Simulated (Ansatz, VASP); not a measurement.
**One calculation of CdS, two programs**

File INCAR:

```
ALGO = Normal
EDIFF = 1E-7
ENCUT = 520
GGA = PE
ISIF = 2
ISMEAR = -1
LASPH = True
LCHARG = False
LREAL = False
LWAVE = False
NBANDS = 26
NELM = 80
PREC = Accurate
SIGMA = 0.1
```

Contents of KPOINTS:

```
k-points
0
Gamma
  6 6 4
```

POSCAR

```
CdS
1.0
    4.1500000000      0.0000000000      0.0000000000
   -2.0750000000      3.5940050000      0.0000000000
    0.0000000000      0.0000000000      6.7370000000
Cd S
2 2
Direct
    0.3333333333      0.6666666667      0.0000000000
    0.6666666667      0.3333333333      0.5000000000
    0.3333333333      0.6666666667      0.3750000000
    0.6666666667      0.3333333333      0.8750000000
```

Input for Ansatz:

```yaml
crystal:
  lattice:
    - [4.15, 0.0, 0.0]
    - [-2.075, 3.594005, 0.0]
    - [0.0, 0.0, 6.737]
  atoms:
    - { symbol: Cd, position: [0.3333333333333333, 0.6666666666666666, 0.0] }
    - { symbol: Cd, position: [0.6666666666666666, 0.3333333333333333, 0.5] }
    - { symbol: S, position: [0.3333333333333333, 0.6666666666666666, 0.375] }
    - { symbol: S, position: [0.6666666666666666, 0.3333333333333333, 0.875] }
basis:
  ecutwfc: 550.0
kpoints:
  mp_grid:
    grid: [6, 6, 4]
hamiltonian:
  xc: pbe
scf:
  occupations:
    method: fermi_dirac
output:
  stress: true
```

Alike in both runs: task single point; functional PBE; k mesh 6 × 6 × 4; no spin polarisation.

```csv
,VASP,Ansatz
version,VASP 6.6.1,Ansatz 0.2.0
potentials or method,"VASP PAW PBE potentials, release 64 (Cd, S), cutoff 520 eV","plane waves, PAW"
occupations,"fermi-dirac, width 0.1 eV",fermi-dirac
valence electrons in the cell,36,52
```

|  | VASP | Ansatz | Ansatz less VASP |
| --- | --- | --- | --- |
| pressure (GPa) | 2.4 | 2.1 | -0.35 |
| traceless stress, the component that is largest in VASP (GPa) | 0.43 | 0.42 | -0.015 |

VASP's potentials hold 36 valence electrons a cell and Ansatz's 52, so a difference there can come from the potentials and not from the codes.
